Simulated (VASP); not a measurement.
A run of VASP 6.6.1:

Contents of INCAR:

```
SYSTEM = PbS
  ALGO = Normal
  EDIFF = 1E-6
  ENCUT = 520
  GGA = CA
  ISIF = 2
  ISMEAR = -1
  LASPH = .True.
  LCHARG = .True.
  LELF = .True.
  LREAL = .False.
  LVHAR = .True.
  LWAVE = .False.
  NBANDS = 17
  NELM = 60
  PREC = Accurate
  SIGMA = 0.1
```

The input KPOINTS:

```
k-points
0
Gamma
  12 12 12
  0 0 0
```

Contents of POSCAR:

```
PbS
1.0
    0.0000000000      2.9011120468      2.9011120468
    2.9011120468      0.0000000000      2.9011120468
    2.9011120468      2.9011120468      0.0000000000
Pb S
1 1
Direct
    0.0000000000      0.0000000000      0.0000000000
    0.2500000000      0.2500000000      0.2500000000
```

Potentials or basis: VASP PAW LDA potentials, release 64 (Pb_d, S).

Run with:

```sh
$ cat potpaw_LDA.64/Pb_d/POTCAR potpaw_LDA.64/S/POTCAR > POTCAR
$ mpirun -np 1 vasp_std > vasp.out
```

Hardware: 1 thread of Intel Xeon 8259CL, with other jobs on the host.

Task: How long does it take, and how much memory?

Result: It took 61 s on 1 thread of Intel Xeon 8259CL (shared host), peak memory 0.19 GiB. Counts: scf iterations 12, k points 72.
